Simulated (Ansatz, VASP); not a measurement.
# One calculation of TiO2, two programs

```xyz
6
Lattice="4.6049 0.0000 0.0000 0.0000 4.6049 0.0000 0.0000 0.0000 2.9393" Properties=species:S:1:pos:R:3 pbc="T T T"
Ti    0.0000    0.0000    0.0115
Ti    2.3024    2.3024    1.4812
O     1.4049    1.4049   -0.0173
O     0.8975    3.7074    1.4524
O     3.1999    3.1999   -0.0173
O     3.7074    0.8975    1.4524
```

Change from the starting cell: mode 1 frozen in at -0.017 Å, equal normal strain along x, y and z -0.0083.

Alike in both runs: task single point; functional PBE; k mesh 6 × 6 × 10; occupations gaussian, width 0.05 eV; no spin polarisation.

|  | VASP | Ansatz |
| --- | --- | --- |
| version | VASP 6.6.1 | Ansatz 0.2.0 |
| potentials or method | VASP PAW PBE potentials, release 64 (Ti_sv, O), cutoff 520 eV | scalar-relativistic, plane waves, PAW |
| valence electrons in the cell | 48 | 48 |

|  | VASP | Ansatz | Ansatz less VASP |
| --- | --- | --- | --- |
| gap on the k mesh at the Fermi level (eV) | 1.92 | 1.95 | +0.030 |
| least direct gap on the mesh (eV) | 1.92 | 1.95 | +0.030 |
| pressure (GPa) | 6.8 | 6.1 | -0.64 |
| traceless stress, the component that is largest in VASP (GPa) | 1.39 | 1.14 | -0.248 |
| rms of the force components (eV/Å) | 0.081 | 0.067 | -0.0143 |

Atom by atom the forces differ by 0.015 eV/Å (rms over components).
